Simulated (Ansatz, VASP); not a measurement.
One calculation of MoS2, two programs

Contents of INCAR:

```
SYSTEM = MoS2
PREC = Accurate ; ENCUT = 520
EDIFF = 1E-6 ; ISMEAR = 0
SIGMA = 0.02 ; LREAL = .False.
LASPH = .True. ; NELM = 80
ALGO = Normal ; ISIF = 2
LWAVE = .False. ; LCHARG = .False.
GGA = PE ; NBANDS = 35
```

KPOINTS

```
regular mesh
0
Gamma
  12 12 2
  0 0 0
```

File POSCAR:

```
MoS2
1.0
    3.1850687718      0.0000000000      0.0000000000
   -1.5925343859      2.7583504691      0.0000000000
    0.8884801889      0.0000000000     14.8080031482
Mo S
2 4
Direct
    0.6670720345      0.3341440689      0.2500000000
    0.3329279655      0.6658559311      0.7500000000
    0.6956334366      0.3325388257      0.6444798983
    0.3043665634      0.6674611743      0.3555201017
    0.6369053891      0.3325388257      0.8555201017
    0.3630946109      0.6674611743      0.1444798983
```

Input for Ansatz:

```yaml
crystal:
  lattice:
    - [3.1850687718, 0.0, 0.0]
    - [-1.5925343859, 2.7583504691, 0.0]
    - [0.8884801889, 0.0, 14.8080031482]
  atoms:
    - { symbol: Mo, position: [0.6670720345, 0.3341440689, 0.25] }
    - { symbol: Mo, position: [0.3329279655, 0.6658559311, 0.75] }
    - { symbol: S, position: [0.6956334366, 0.3325388257, 0.6444798983] }
    - { symbol: S, position: [0.3043665634, 0.6674611743, 0.3555201017] }
    - { symbol: S, position: [0.6369053891, 0.3325388257, 0.8555201017] }
    - { symbol: S, position: [0.3630946109, 0.6674611743, 0.1444798983] }
basis:
  ecutwfc: 420
kpoints:
  mp_grid: { grid: [12, 12, 2] }
  band_path: { path: [VBM, CBM], npoints: 2 }
hamiltonian:
  xc: pbe
scf:
  occupations: { method: gaussian, width: 0.02 }
output:
  forces: true
  stress: true
  eigenvalues: true
checkpoint:
  read: start.run
  write: ck
  compress: false
  write_wavefunctions: false
  write_every: 100000
```

Alike in both runs: task single point; functional PBE; k mesh 12 × 12 × 2; occupations gaussian, width 0.02 eV; no spin polarisation.

|  | VASP | Ansatz |
| --- | --- | --- |
| version | VASP 6.6.1 | Ansatz 0.2.0 |
| potentials or method | VASP PAW PBE potentials, release 64 (Mo_sv, S), cutoff 520 eV | scalar-relativistic, plane waves, PAW |
| valence electrons in the cell | 52 | 52 |

Ansatz gave:

| Property | Result |
| --- | --- |
| gap on the k mesh at the Fermi level (eV) | 1.44 |
| least direct gap on the mesh (eV) | 1.66 |
| pressure (GPa) | 0.0 |
| rms of the force components (eV/Å) | 0.001 |

Q: What did VASP give for the same quantities?

A: gap on the k mesh at the Fermi level (eV): 1.46; least direct gap on the mesh (eV): 1.67; pressure (GPa): -0.1; rms of the force components (eV/Å): 0.005.

Atom by atom the forces differ by 0.006 eV/Å (rms over components).
